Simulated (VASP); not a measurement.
Input of a VASP 6.6.1 run:

The input INCAR:

```
SYSTEM = Al
PREC = Accurate
ENCUT = 520
EDIFF = 1E-6
ISMEAR = 0
SIGMA = 0.01
LREAL = .FALSE.
LASPH = .TRUE.
NELM = 100
ALGO = Normal
ISIF = 2
LWAVE = .FALSE.
LCHARG = .TRUE.
GGA = PE
LELF = .TRUE.
LVHAR = .TRUE.
NBANDS = 8
```

KPOINTS

```
Automatic mesh
0
G
  8 9 8
  0 0 0
```

The input POSCAR:

```
Al
1.0
   -1.5759003900      1.6569236100      1.6579838500
    1.4794763400     -1.5976414500      1.5022776300
    1.6144548200      1.6361958800     -1.5987016800
Al
1
Direct
    0.0000000000      0.0000000000      0.0000000000
```

Potentials or basis: VASP PAW PBE potentials, release 64 (Al).

Launch:

```sh
$ cat potpaw_PBE.64/Al/POTCAR > POTCAR
$ mpirun -np 1 vasp_std > vasp.out
```

Problem. What does it give for the band gap on the k mesh?

Solution. Zero (an odd number of electrons rules out a gap without spin polarisation).

Problem. What does it give for the pressure?

Solution. 4.1 GPa.

Stress tensor (GPa, compression positive):
```
 2.61 -1.54  3.05
-1.54  6.66 -2.93
 3.05 -2.93  2.94
```

Caveat: the cell stands under pressure.
